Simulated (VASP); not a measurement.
Here is a VASP 6.6.1 calculation.

File INCAR:

```
ALGO     = Fast           # electronic algorithm
EDIFF    = 1E-7           # SCF threshold, eV
ENCUT    = 520            # plane-wave cutoff, eV
GGA      = PS             # functional
ISIF     = 2              # what is computed and relaxed
ISMEAR   = 0              # smearing method
LASPH    = T              # aspherical terms in the spheres
LCHARG   = F              # write CHGCAR
LREAL    = F              # projectors in reciprocal space
LWAVE    = F              # write WAVECAR
NBANDS   = 42             # bands
NELM     = 80             # most SCF steps
PREC     = Accurate       # precision mode
SIGMA    = 0.15           # smearing width, eV
```

File KPOINTS:

```
k-points
0
Gamma
  24 24 5
```

Contents of POSCAR:

```
Ag
1.0
   -2.8670626753      0.0000000000      0.0000000000
   -1.4335313377     -2.4829491111      0.0000000000
    0.0000000000      0.0000000000     14.3221448197
Ag
6
Direct
    0.3333333333      0.3333333333      0.7368920097
    0.3333333333      0.3333333333      0.0818623337
    0.3333333333      0.3333333333      0.4093771717
    0.6666666667      0.6666666667      0.9006494287
    0.6666666667      0.6666666667      0.2456197527
    0.6666666667      0.6666666667      0.5731345907
```

Potentials or basis: VASP PAW PBE potentials, release 64 (Ag).

The run is started by

```bash
$ cat potpaw_PBE.64/Ag/POTCAR > POTCAR
$ mpirun -np 1 vasp_std > vasp.out
```

Task: Predict the largest force.

Result: 0.484 eV/Å.

Task: Predict the band gap on the k mesh.

Result: Zero (bands 33 and 34 overlap by 6.53 eV).

Task: Estimate the pressure.

Result: -1.7 GPa.

Stress tensor (GPa, compression positive):
```
-1.37  0.00  0.00
 0.00 -1.37  0.00
 0.00  0.00 -2.32
```

Caveat: the cell differs from its parent crystal (the distance across one plane changed); the PAW data sets were made with another functional, which shifts forces and pressure a little.
